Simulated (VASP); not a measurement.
## Ta2Si: single point with PBEsol

The system is Ta2Si.

```
CELL_PARAMETERS angstrom
3.28974 0.00000 0.00000
-1.64487 2.84900 0.00000
0.00000 0.00000 5.49161
ATOMIC_POSITIONS crystal
Ta 0.33333 0.66667 0.30988
Ta 0.66667 0.33333 0.69012
Si 0.00000 0.00000 0.00000
```

```json
{
 "Program": "VASP 6.6.1",
 "Task": "single point",
 "Functional": "PBEsol",
 "Potentials or basis": "VASP PAW PBE potentials, release 64 (Ta_pv, Si)",
 "Cutoff": "520 eV",
 "k mesh": "12 × 12 × 8",
 "Occupations": "gaussian, width 0.1 eV",
 "Spin": "no spin polarisation"
}
```

```json
{
  "Pressure": "0.2 GPa",
  "Largest force": "0.030 eV/Å",
  "Band gap on the k mesh": "zero (bands 13 and 14 overlap by 1.05 eV)"
}
```

Forces on the atoms (eV/Å):
```
Ta   0.000  0.000  0.030
Ta   0.000  0.000 -0.030
Si   0.000  0.000  0.000
```

Levels at points of the mesh, in eV from the Fermi level:
```tsv
k point	band 10	band 11	band 12	band 13	band 14	band 15	band 16	band 17
(0.00, 0.00, 0.00)	-0.77	-0.77	-0.61	-0.61	0.75	1.14	1.55	1.55
(0.50, 0.00, 0.00)	-3.70	-1.99	-1.88	0.81	1.51	2.96	3.32	3.66
(0.00, 0.00, 0.50)	-1.35	-1.35	-0.54	-0.54	0.91	2.55	2.55	2.62
(0.50, 0.00, 0.50)	-2.64	-1.29	-0.68	-0.67	-0.24	-0.14	3.61	3.74
```

Wall time 43 s on 1 thread of Intel(R) Xeon(R) 6975P-C (Granite Rapids), on a shared host, peak memory 0.24 GiB.

Caveat: the PAW data sets were made with another functional, which shifts forces and pressure a little; spin-orbit coupling is left out, which moves the levels of the heavy elements.
